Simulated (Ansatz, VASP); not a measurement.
One calculation of KF, two programs

INCAR

```
SYSTEM = KF
  PREC = Accurate
  ENCUT = 520
  EDIFF = 1E-6
  ISMEAR = 0
  SIGMA = 0.05
  LREAL = .False.
  LASPH = .True.
  NELM = 60
  ALGO = Normal
  ISIF = 2
  LWAVE = .False.
  LCHARG = .False.
  GGA = PE
  NBANDS = 15
```

The input KPOINTS:

```
regular mesh
0
Gamma
  8 8 8
  0 0 0
```

Contents of POSCAR:

```
KF
1.0
    0.0298738115      2.7959674732      2.7959674732
    2.7959674732      0.0298738115      2.7959674732
    2.7959674732      2.7959674732      0.0298738115
K F
1 1
Direct
    0.0000000000      0.0000000000      0.0000000000
    0.5000000000      0.5000000000      0.5000000000
```

Input for Ansatz:

```yaml
crystal:
  lattice:
    - [0.0298738115, 2.7959674732, 2.7959674732]
    - [2.7959674732, 0.0298738115, 2.7959674732]
    - [2.7959674732, 2.7959674732, 0.0298738115]
  atoms:
    - { symbol: K, position: [0.0, 0.0, 0.0] }
    - { symbol: F, position: [0.5, 0.5, 0.5] }
basis:
  ecutwfc: 520.0
kpoints:
  mp_grid: { grid: [8, 8, 8] }
hamiltonian:
  xc: pbe
scf:
  occupations: { method: gaussian, width: 0.05 }
output:
  forces: true
  stress: true
  eigenvalues: true
```

Alike in both runs: task single point; functional PBE; k mesh 8 × 8 × 8; occupations gaussian, width 0.05 eV; no spin polarisation.

|  | VASP | Ansatz |
| --- | --- | --- |
| version | VASP 6.6.1 | Ansatz 0.2.0 |
| potentials or method | VASP PAW PBE potentials, release 64 (K_sv, F), cutoff 520 eV | scalar-relativistic, plane waves, PAW |
| valence electrons in the cell | 16 | 16 |

|  | VASP | Ansatz | Ansatz less VASP |
| --- | --- | --- | --- |
| gap on the k mesh at the Fermi level (eV) | 5.57 | 5.59 | +0.014 |
| least direct gap on the mesh (eV) | 5.57 | 5.59 | +0.014 |
| pressure (GPa) | -1.9 | -1.9 | +0.03 |
| traceless stress, the component that is largest in VASP (GPa) | -0.15 | -0.15 | -0.001 |
